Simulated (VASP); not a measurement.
A run of VASP 6.6.1 is set up as follows.

INCAR

```
SYSTEM = CdS
ALGO = Normal
EDIFF = 1E-7
EDIFFG = -0.005
ENCUT = 540
GGA_COMPAT = .FALSE.
IBRION = 2
ISIF = 3
ISMEAR = 0
LASPH = .TRUE.
LCHARG = .FALSE.
LREAL = .FALSE.
LWAVE = .FALSE.
NELM = 120
NELMIN = 4
NSW = 70
PREC = Accurate
SIGMA = 0.02
```

File KPOINTS:

```
k-points
0
G
  6 6 4
  0 0 0
```

POSCAR

```
CdS
1.0
    4.1969590873      0.0000000000      0.0000000000
   -2.0984795437      3.6346731883      0.0000000000
    0.0000000000      0.0000000000      6.8279106676
Cd S
2 2
Direct
    0.3333333333      0.6666666667     -0.0008015542
    0.6666666667      0.3333333333      0.4991984458
    0.3333333333      0.6666666667      0.3758015542
    0.6666666667      0.3333333333      0.8758015542
```

Potentials or basis: VASP PAW LDA potentials, release 64 (Cd_sv_GW, S).

The run is started by

```console
$ cat potpaw_LDA.64/Cd_sv_GW/POTCAR potpaw_LDA.64/S/POTCAR > POTCAR
$ mpirun -np 1 vasp_std > vasp.out
```

Q: Estimate the relaxed cell.

A: a = 4.066 Å, b = 4.066 Å, c = 6.617 Å, α = 90.00°, β = 90.00°, γ = 120.00°.

Q: What does it give for the band gap on the k mesh?

A: 1.06 eV, direct.

Q: Predict the space group after relaxing (to 0.05 Å).

A: P6_3mc (No. 186).

Q: Estimate the relaxed volume.

A: 23.68 Å³/atom.

The path:
```
step  energy change (eV)  largest force (eV/Å)  pressure (GPa)  volume (Å³)
   1              0.0000                0.0015           -5.75       104.16
   2             -0.1412                0.0139            3.55        90.70
   3             -0.1842                0.0081            0.01        94.73
   4             -0.1841                0.0079           -0.15        94.91
   5             -0.1842                0.0032           -0.14        94.91
   6             -0.1842                0.0018           -0.13        94.90
   7             -0.1842                0.0016           -0.13        94.88
   8             -0.1842                0.0004           -0.09        94.83
   9             -0.1842                0.0016           -0.01        94.73
```

As with any semilocal functional, this LDA gap is likely too small. Zero-point motion and thermal expansion aren't in these numbers.
